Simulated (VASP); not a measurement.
Here is a VASP 6.6.1 calculation.

File INCAR:

```
SYSTEM = Ni
PREC = Accurate
ENCUT = 600
EDIFF = 1E-7
ISMEAR = 0
SIGMA = 0.1
LREAL = .FALSE.
LASPH = .TRUE.
NELM = 150
ALGO = Fast
ISIF = 3
LWAVE = .FALSE.
LCHARG = .FALSE.
ISPIN = 2
MAGMOM = 0.78
LORBIT = 11
LMAXMIX = 4
GGA = PS
IBRION = 2
NSW = 100
EDIFFG = -0.01
```

KPOINTS

```
regular mesh
0
G
  24 24 24
  0 0 0
```

File POSCAR:

```
Ni
1.0
    2.2938224753      0.0000000000      0.0000000000
    0.0000000000      2.2938224753      0.0000000000
    0.0000000000      0.0000000000      2.2938224753
Ni
1
Direct
    0.0000000000      0.0000000000      0.0000000000
```

Potentials or basis: VASP PAW PBE potentials, release 64 (Ni).

The run is started by

```sh
$ cat potpaw_PBE.64/Ni/POTCAR > POTCAR
$ mpirun -np 1 vasp_std > vasp.out
```

Q: What does it give for the space group after relaxing (to 0.1 Å)?

A: Pm-3m (No. 221).

Q: Predict the relaxed cell.

A: a = 2.288 Å, b = 2.288 Å, c = 2.288 Å, α = 90.00°, β = 90.00°, γ = 90.00°.

Final structure:
```
CELL_PARAMETERS angstrom
2.28779 0.00000 0.00000
0.00000 2.28779 0.00000
0.00000 0.00000 2.28779
ATOMIC_POSITIONS crystal
Ni 0.00000 0.00000 0.00000
```
